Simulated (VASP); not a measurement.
Runs of VASP 6.6.1 on Co. It takes space group Fm-3m (No. 225, cubic). The conventional cell has a = 3.513 Å, b = 3.513 Å, c = 3.513 Å, α = 90.00°, β = 90.00°, γ = 90.00°. Within 3.3 Å of Co (site symmetry m-3m) lie 12 Co at 2.48 Å. 

```tsv
task	level	potentials or basis	spin	gap on the mesh (eV)	pressure (GPa)	moment (μB)
single point	PBE	VASP PAW PBE potentials, release 64 (Co)	off	none	-11.9	-
single point	PBE	VASP PAW PBE potentials, release 64 (Co)	collinear, ferromagnetic start	none	(c)	(b)
electric field gradients	LDA	VASP PAW LDA potentials, release 64 (Co)	collinear, ferromagnetic start	none	-17.6	1.59
single point	PBE	VASP PAW PBE potentials, release 64 (Co)	non-collinear, typed start, SOC	-	(a)	1.62
electric field gradients	r2SCAN	VASP PAW PBE potentials, release 64 (Co)	collinear, ferromagnetic start	none	-0.3	1.82
```

Alike in all rows: cell as given; k mesh 18 × 18 × 18; cutoff (eV) 520; smearing fermi-dirac 0.05 eV.

Task: Estimate the missing entries.

Result: (a) 0.5; (b) 1.63; (c) 0.4.

Caveats: the PAW data sets were made with another functional, which shifts forces and pressure a little (some runs).

A gap of «none» marks levels without a gap at the run's occupations.
